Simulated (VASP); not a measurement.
# Be12B in VASP: notebook

Be12B is run at these levels: PBEsol; tasks: single point, relaxation of the atoms.

Program: VASP 6.6.1. These are calculated values, not measurements. Logs are shortened: lines on timing, memory, paths and dates and some standing lists are left out, and cuts for length are marked.

**1. The cell of the first run**

The cell holds a slab with vacuum, 13 atoms: a = 4.580 Å, b = 4.580 Å, c = 14.588 Å, α = 90.00°, β = 90.00°, γ = 60.00°.

**2. Single point, PBEsol**

The input, INCAR:

```
SYSTEM = Be12B
ALGO     = Normal         ! electronic algorithm
EDIFF    = 1E-6           ! SCF threshold, eV
ENCUT    = 520            ! plane-wave cutoff, eV
GGA      = PS             ! functional
ISIF     = 2              ! what is computed and relaxed
ISMEAR   = 0              ! smearing method
LASPH    = .TRUE.         ! aspherical terms in the spheres
LCHARG   = .FALSE.        ! write CHGCAR
LREAL    = .FALSE.        ! projectors in reciprocal space
LWAVE    = .FALSE.        ! write WAVECAR
NBANDS   = 26             ! bands
NELM     = 100            ! most SCF steps
PREC     = Accurate       ! precision mode
SIGMA    = 0.1            ! smearing width, eV
```

The input, KPOINTS:

```
k-points
0
G
  5 5 1
  0 0 0
```

The input, POSCAR:

```
Be12B
1.0
    4.5799997983      0.0000000000      0.0000000000
    2.2899998992      3.9663961747      0.0000000000
    0.0000000000      0.0000000000     14.5884300000
Be B
12 1
Direct
    0.0000000000      0.0000000000      0.0685474700
    0.5000000067     -0.0000000133      0.0685474700
   -0.0000000133      0.5000000067      0.0685474700
    0.5000000067      0.5000000067      0.0685474700
   -0.1631912484      0.3263824967      0.1944681076
    0.3333333333      0.3333333333      0.1969863032
   -0.1631912484      0.8368087516      0.1944681076
    0.3263824967      0.8368087516      0.1944681076
    0.0000000000      0.0000000000      0.3419917717
    0.4965627976      0.0068744047      0.3189836754
    0.0068744047      0.4965627976      0.3189836754
    0.4965627976      0.4965627976      0.3189836754
    0.6666666667      0.6666666667      0.4057971664
```

Potentials or basis: VASP PAW PBE potentials, release 64 (Be, B).

Started as:

```bash
$ cat potpaw_PBE.64/Be/POTCAR potpaw_PBE.64/B/POTCAR > POTCAR
$ mpirun -np 1 vasp_std > vasp.out
```

OUTCAR:

```text
SYSTEM = Be12B
   EDIFF = 1E-6
   ENCUT = 520
   GGA = PS
   ISIF = 2
   ISMEAR = 0
   LASPH = .TRUE.
   LREAL = .FALSE.
   NELM = 100
   PREC = Accurate

 ion  position               nearest neighbor table
   1  0.000  0.000  0.069-   8 2.25   5 2.25   7 2.25   2 2.29   3 2.29   4 2.29   4 2.29   2 2.29
                             3 2.29
   2  0.500  1.000  0.069-   7 2.27   8 2.27   3 2.29   4 2.29   1 2.29   1 2.29   3 2.29   4 2.29
                             6 2.29
   3  1.000  0.500  0.069-   7 2.27   5 2.27   4 2.29   2 2.29   1 2.29   1 2.29   4 2.29   2 2.29
                             6 2.29
   4  0.500  0.500  0.069-   5 2.27   8 2.27   3 2.29   2 2.29   1 2.29   1 2.29   3 2.29   2 2.29
                             6 2.29
   5  0.837  0.326  0.194-   8 2.24   7 2.24   1 2.25  12 2.26  11 2.26   4 2.27   3 2.27   6 2.29
                             6 2.29   8 2.34   7 2.34
   6  0.333  0.333  0.197-  11 2.20  12 2.20  10 2.20   5 2.29   5 2.29   7 2.29   7 2.29   8 2.29
                             8 2.29   3 2.29   2 2.29   4 2.29
   7  0.837  0.837  0.194-   8 2.24   5 2.24   1 2.25  10 2.26  11 2.26   2 2.27   3 2.27   6 2.29
                             6 2.29   8 2.34   5 2.34
   8  0.326  0.837  0.194-   7 2.24   5 2.24   1 2.25  10 2.26  12 2.26   4 2.27   2 2.27   6 2.29
                             6 2.29   7 2.34   5 2.34
   9  0.000  0.000  0.342-  10 2.31  11 2.31  12 2.31  12 2.31  10 2.31  11 2.31
  10  0.497  0.007  0.319-  13 1.85   6 2.20  11 2.24  12 2.24   7 2.26   8 2.26   9 2.31   9 2.31
                            11 2.34  12 2.34
  11  0.007  0.497  0.319-  13 1.85   6 2.20  12 2.24  10 2.24   5 2.26   7 2.26   9 2.31   9 2.31
                            12 2.34  10 2.34
  12  0.497  0.497  0.319-  13 1.85   6 2.20  11 2.24  10 2.24   5 2.26   8 2.26   9 2.31   9 2.31
                            11 2.34  10 2.34
  13  0.667  0.667  0.406-  11 1.85  10 1.85  12 1.85

  LATTYP: Found a hexagonal cell.
 ALAT       =     4.5799997984
 C/A-ratio  =     3.1852468651

  Lattice vectors:

 A1 = (  -2.2899998992,  -3.9663961747,   0.0000000000)
 A2 = (   4.5799997983,   0.0000000000,   0.0000000000)
 A3 = (   0.0000000000,   0.0000000000,  14.5884300000)

Analysis of symmetry for initial positions (statically):
=====================================================================
 Subroutine PRICEL returns:
 Original cell was already a primitive cell.

 Routine SETGRP: Setting up the symmetry group for a
 hexagonal supercell.

 Subroutine GETGRP returns: Found  6 space group operations
 (whereof  6 operations were pure point group operations)
 out of a pool of 24 trial point group operations.

The static configuration has the point symmetry C_3v.

Analysis of symmetry for dynamics (positions and initial velocities):
=====================================================================
 Subroutine PRICEL returns:
 Original cell was already a primitive cell.

 Routine SETGRP: Setting up the symmetry group for a
 hexagonal supercell.

 Subroutine GETGRP returns: Found  6 space group operations
 (whereof  6 operations were pure point group operations)
 out of a pool of 24 trial point group operations.

The dynamic configuration has the point symmetry C_3v.

 Subroutine INISYM returns: Found  6 space group operations
 (whereof  6 operations are pure point group operations),
 and found     1 'primitive' translations

----------------------------------------------------------------------------------------

                                     Primitive cell

  volume of cell :     265.0148

  direct lattice vectors                    reciprocal lattice vectors
     4.579999798  0.000000000  0.000000000     0.218340621 -0.126059016  0.000000000
     2.289999899  3.966396175  0.000000000     0.000000000  0.252118033  0.000000000
     0.000000000  0.000000000 14.588430000     0.000000000  0.000000000  0.068547472

  length of vectors
     4.579999798  4.579999798 14.588430000     0.252118033  0.252118033  0.068547472

  position of ions in fractional coordinates (direct lattice)
     0.000000000  0.000000000  0.068547470
[... 30 lines left out ...]

 KPOINTS: k-points

Automatic generation of k-mesh.
 Grid dimensions read from file:
 generate k-points for:    5    5    1

 Generating k-lattice:

  Cartesian coordinates                     Fractional coordinates (reciprocal lattice)
     0.043668124 -0.025211803  0.000000000     0.200000000  0.000000000  0.000000000
     0.000000000  0.050423607  0.000000000     0.000000000  0.200000000  0.000000000
     0.000000000  0.000000000  0.068547472     0.000000000  0.000000000  1.000000000

  Length of vectors
     0.050423607  0.050423607  0.068547472

  Shift w.r.t. Gamma in fractional coordinates (k-lattice)
     0.000000000  0.000000000  0.000000000

 Subroutine IBZKPT returns following result:
 ===========================================

 Found      5 irreducible k-points:

 Following reciprocal coordinates:
            Coordinates               Weight
  0.000000  0.000000  0.000000      1.000000
  0.200000 -0.000000  0.000000      6.000000
  0.400000  0.000000  0.000000      6.000000
  0.400000  0.200000  0.000000      6.000000
 -0.400000  0.200000  0.000000      6.000000
   k-points           NKPTS =      5   k-points in BZ     NKDIM =      5   number of bands    NBANDS=     26
   number of dos      NEDOS =    301   number of ions     NIONS =     13
   total plane-waves  NPLWV = 139968
   dimension x,y,z NGX =    36 NGY =   36 NGZ =  108
   dimension x,y,z NGXF=    72 NGYF=   72 NGZF=  216
   ions per type =              12   1
   NGX,Y,Z   is equivalent  to a cutoff of  13.07, 13.07, 12.31 a.u.
   NGXF,Y,Z  is equivalent  to a cutoff of  26.13, 26.13, 24.61 a.u.
 SYSTEM =  Be12B
   PREC   = accura    normal or accurate (medium, high low for compatibility)
   ISTART =      0    job   : 0-new  1-cont  2-samecut
   ICHARG =      2    charge: 1-file 2-atom 10-const
   ISPIN  =      1    spin polarized calculation?
   LNONCOLLINEAR =      F non collinear calculations
   LSORBIT =      F    spin-orbit coupling
   LASPH  =      T    aspherical Exc in radial PAW
   ENCUT  =  520.0 eV  38.22 Ry    6.18 a.u.   8.52  8.52 27.12*2*pi/ulx,y,z
   NELM   =    100;   NELMIN=  2; NELMDL= -5     # of ELM steps
   EDIFF  = 0.1E-05   stopping-criterion for ELM
   LREAL  =      F    real-space projection
   EDIFFG = 0.1E-04   stopping-criterion for IOM
   NSW    =      0    number of steps for IOM
   IBRION =     -1    ionic relax: 0-MD 1-quasi-New 2-CG
   NFREE  =      0    steps in history (QN), initial steepest desc. (CG)
   ISIF   =      2    stress and relaxation
   ISYM   =      2    0-nonsym 1-usesym 2-fastsym
   POTIM  = 0.5000    time-step for ionic-motion
   TEBEG  =    0.0;   TEEND  =   0.0 temperature during run
   PSTRESS=    0.0 pullay stress
   NELECT =      27.0000    total number of electrons
   NUPDOWN=      -1.0000    fix difference up-down
   EMIN   =  10.00;   EMAX   =-10.00  energy-range for DOS
   EFERMI =   0.00;   METHOD = LEGACY
   ISMEAR =     0;   SIGMA  =   0.10  broadening in eV -4-tet -1-fermi 0-gaus
   EFERMI_NEDOS =   21; number of points for ismear=-14 and -15
   IALGO  =     38    algorithm
   IMIX   =      4    mixing-type and parameters
     AMIX     =   0.40;   BMIX     =  1.00
     AMIX_MAG =   1.60;   BMIX_MAG =  1.00
  volume/ion in A,a.u.               =      20.39       137.57
  Fermi-wavevector in a.u.,A,eV,Ry     =   0.764609  1.444901  7.954331  0.584627
  Thomas-Fermi vector in A             =   1.864548
   LORBIT       =      0    0 simple, 1 ext, 2 COOP (PROOUT), +10 PAW based schemes
   GGA     = PS    functional components
   LHFCALC =     F    Hartree Fock is set to
   AEXX    =    0.0000 exact exchange contribution
   IVDW    =     0    specifies the selected vdW correction
   LEPSILON=     F    determine dielectric tensor
   LRPA    =     F    only Hartree local field effects (RPA)
 non-spin polarized calculation
 Gauss-broadening in eV      SIGMA  =   0.10
  energy-cutoff  :      520.00
  volume of cell :      265.01
 maximum number of plane-waves:      7171
 NGX is ok and might be reduce to    36
   NGX = 17   NGY = 17   NGZ = 55

 number of electron      27.0000000 magnetization

 Free energy of the ion-electron system (eV)
  ---------------------------------------------------
  ext. energy  EPLUGINS =         0.00000000
  ---------------------------------------------------
  free energy    TOTEN  =       -47.85343294 eV

  energy without entropy =      -47.83344399  energy(sigma->0) =      -47.84343846

 E-fermi :  -0.4269     XC(G=0):  -5.6373

 val. band max:       -0.4994955034   @ k =   0.2000  -0.0000   0.0000
 cond. band min:      -0.3888244337   @ k =   0.0000   0.0000   0.0000
 fundamental gap:      0.1106710697
 Fermi energy:        -0.4269314618

 k-point     1 :       0.0000    0.0000    0.0000
  band No.  band energies     occupation
      1     -10.6506      2.00000
      2      -9.0540      2.00000
      3      -6.8350      2.00000
      4      -4.4040      2.00000
      5      -4.2632      2.00000
      6      -4.2632      2.00000
[... 129 lines left out ...]
     24       5.4645      0.00000
     25       5.6670      0.00000
 [bands above 25 left out]

------------------------ aborting loop because EDIFF is reached ----------------------------------------

  FORCE on cell =-STRESS in cart. coord.  units (eV):
  Direction    XX          YY          ZZ          XY          YZ          ZX
  --------------------------------------------------------------------------------------
  -------------------------------------------------------------------------------------
  Total      -10.1279369    -10.1279369      0.1211525     -0.0000000      0.0000000      0.0000000
  in kB      -61.2296058    -61.2296058      0.7324415     -0.0000000      0.0000000      0.0000000
  external PRESSURE =     -40.5755900 kB  Pullay stress =       0.0000000 kB

 VOLUME and BASIS-vectors are now :
 -----------------------------------------------------------------------------
  energy-cutoff  :      520.00
  volume of cell :      265.01
      direct lattice vectors                 reciprocal lattice vectors
     4.579999798  0.000000000  0.000000000     0.218340621 -0.126059016  0.000000000
     2.289999899  3.966396175  0.000000000     0.000000000  0.252118033  0.000000000
     0.000000000  0.000000000 14.588430000     0.000000000  0.000000000  0.068547472

 POSITION                                       TOTAL-FORCE (eV/Angst)
 -----------------------------------------------------------------------------------
      0.00000      0.00000      1.00000        -0.000000      0.000000      0.085412
      4.58000      3.96640      1.00000         0.000000      0.090664     -0.042889
      5.72500      1.98320      1.00000         0.078517     -0.045332     -0.042889
      3.43500      1.98320      1.00000        -0.078517     -0.045332     -0.042889
      4.58000      1.29456      2.83698         0.000000      0.004135      0.011356
      2.29000      1.32213      2.87372        -0.000000      0.000000     -0.002399
      5.74888      3.31912      2.83698        -0.003581     -0.002068      0.011356
      3.41112      3.31912      2.83698         0.003581     -0.002068      0.011356
      0.00000      0.00000      4.98912        -0.000000      0.000000      0.006201
      2.29000      0.02727      4.65347         0.000000      0.004536     -0.003280
      1.16861      1.96956      4.65347         0.003928     -0.002268     -0.003280
      3.41139      1.96956      4.65347        -0.003928     -0.002268     -0.003280
      4.58000      2.64426      5.91994        -0.000000      0.000000      0.015224
 -----------------------------------------------------------------------------------
    total drift:                               -0.000000     -0.000000     -0.000186

  FREE ENERGIE OF THE ION-ELECTRON SYSTEM (eV)
  ---------------------------------------------------
  free  energy   TOTEN  =       -47.8534329363 eV

  energy  without entropy=      -47.8334439895  energy(sigma->0) =      -47.84343846
```

It took 57 s on 1 thread of Intel Xeon Platinum 8259CL at 2.50GHz (Skylake/Cascade Lake), shared host; peak memory 0.36 GiB.

What came out:

```yaml
Free_energy: -47.8534 eV
Largest_force: 0.100 eV/Å
Band_gap_on_the_k_mesh: zero (an odd number of electrons rules out a gap without spin polarisation)
```

Forces on the atoms (eV/Å):
```
Be   0.000  0.000  0.085
Be   0.000  0.091 -0.043
Be   0.079 -0.045 -0.043
Be  -0.079 -0.045 -0.043
Be   0.000  0.004  0.011
Be   0.000  0.000 -0.002
Be  -0.004 -0.002  0.011
Be   0.004 -0.002  0.011
Be   0.000  0.000  0.006
Be   0.000  0.005 -0.003
Be   0.004 -0.002 -0.003
Be  -0.004 -0.002 -0.003
B    0.000  0.000  0.015
```

Levels at points of the mesh, in eV from the Fermi level:
```tsv
k point	band 9	band 10	band 11	band 12	band 13	band 14	band 15	band 16	band 17	band 18
(0.00, 0.00, 0.00)	-2.89	-2.60	-1.98	-1.98	-1.96	0.04	0.04	0.22	1.06	2.68
```

Caveat: there is no dipole correction, which matters where the two faces differ; the PAW data sets were made with another functional, which shifts forces and pressure a little.

**3. Relaxation of the atoms, PBEsol**

The input, INCAR:

```
SYSTEM = Be12B
PREC = Accurate
ENCUT = 520
EDIFF = 1E-7
ISMEAR = 0
SIGMA = 0.1
LREAL = .FALSE.
LASPH = .TRUE.
NELM = 100
ALGO = Normal
ISIF = 2
LWAVE = .FALSE.
LCHARG = .FALSE.
GGA = PS
IBRION = 2
NSW = 80
EDIFFG = -0.03
```

The input, KPOINTS:

```
regular mesh
0
G
  5 5 1
  0 0 0
```

The input, POSCAR:

```
Be12B
1.0
    4.5800000000      0.0000000000      0.0000000000
    2.2900000000      3.9663960000      0.0000000000
    0.0000000000      0.0000000000     14.5884300000
Be B
12 1
Selective dynamics
Direct
    0.0000000000      0.0000000000      0.0685474700  F F F
    0.5000000000      0.0000000000      0.0685474700  F F F
   -0.0000000200      0.5000000400      0.0685474700  F F F
    0.4999999800      0.5000000400      0.0685474700  F F F
   -0.1666666800      0.3333333600      0.1915363800  T T T
    0.3333333200      0.3333333600      0.1915363800  T T T
   -0.1666667000      0.8333334100      0.1915363800  T T T
    0.3333333000      0.8333334100      0.1915363800  T T T
    0.0000000000      0.0000000000      0.3145252800  T T T
    0.5000000000      0.0000000000      0.3145252800  T T T
   -0.0000000200      0.5000000400      0.3145252800  T T T
    0.4999999800      0.5000000400      0.3145252800  T T T
    0.6666666400      0.6666667300      0.4022660400  T T T
```

Potentials or basis: VASP PAW PBE potentials, release 64 (Be, B).

Started as:

```bash
$ cat potpaw_PBE.64/Be/POTCAR potpaw_PBE.64/B/POTCAR > POTCAR
$ mpirun -np 1 vasp_std > vasp.out
```

Run time: 8.1 min. Hardware: 1 thread of Intel Xeon Platinum 8259CL at 2.50GHz (Skylake/Cascade Lake), shared host; peak memory 0.37 GiB.

Results (log left out):

| Item | Value |
| --- | --- |
| Free energy | -47.8531 eV |
| Energy gained by relaxing | 12.2 meV/atom |
| Ionic steps | 14 |
| Band gap on the k mesh | zero (an odd number of electrons rules out a gap without spin polarisation) |

Step by step:
| step | energy change (eV) | largest force on free atoms (eV/Å) | pressure (GPa) |
| --- | --- | --- | --- |
| 1 | 0.0000 | 0.7728 | -2.81 |
| 2 | -0.0471 | 0.6351 | -3.01 |
| 3 | -0.0687 | 0.4853 | -3.22 |
| 4 | -0.0992 | 0.3664 | -3.25 |
| 5 | -0.1203 | 0.2689 | -3.27 |
| 6 | -0.1417 | 0.1433 | -3.48 |
| 7 | -0.1491 | 0.1283 | -3.68 |
| 8 | -0.1527 | 0.1055 | -3.76 |
| 9 | -0.1531 | 0.1467 | -3.79 |
| 10 | -0.1561 | 0.0950 | -3.94 |
| 11 | -0.1565 | 0.0949 | -4.01 |
| 12 | -0.1586 | 0.0413 | -4.08 |
| 13 | -0.1589 | 0.0417 | -4.12 |
| 14 | -0.1591 | 0.0285 | -4.16 |

Final structure:
```
Be B
1.0
     4.58000    0.00000    0.00000
     2.29000    3.96640    0.00000
     0.00000    0.00000   14.58843
Be B
12 1
Direct
  0.00000 0.00000 0.06855
  0.50000 0.00000 0.06855
  0.00000 0.50000 0.06855
  0.50000 0.50000 0.06855
  0.83670 0.32661 0.19472
  0.33333 0.33333 0.19736
  0.83670 0.83670 0.19472
  0.32661 0.83670 0.19472
  0.00000 0.00000 0.34410
  0.49647 0.00706 0.31921
  0.00706 0.49647 0.31921
  0.49647 0.49647 0.31921
  0.66667 0.66667 0.40633
```

Levels at points of the mesh, in eV from the Fermi level:
```csv
k point,band 10,band 11,band 12,band 13,band 14,band 15,band 16,band 17
"(0.00, 0.00, 0.00)",-2.59,-1.97,-1.97,-1.94,0.04,0.04,0.21,1.05
```

Caveat: there is no dipole correction, which matters where the two faces differ; the PAW data sets were made with another functional, which shifts forces and pressure a little.

The gap in the log of VASP goes by the Fermi energy; the results here count the filled bands.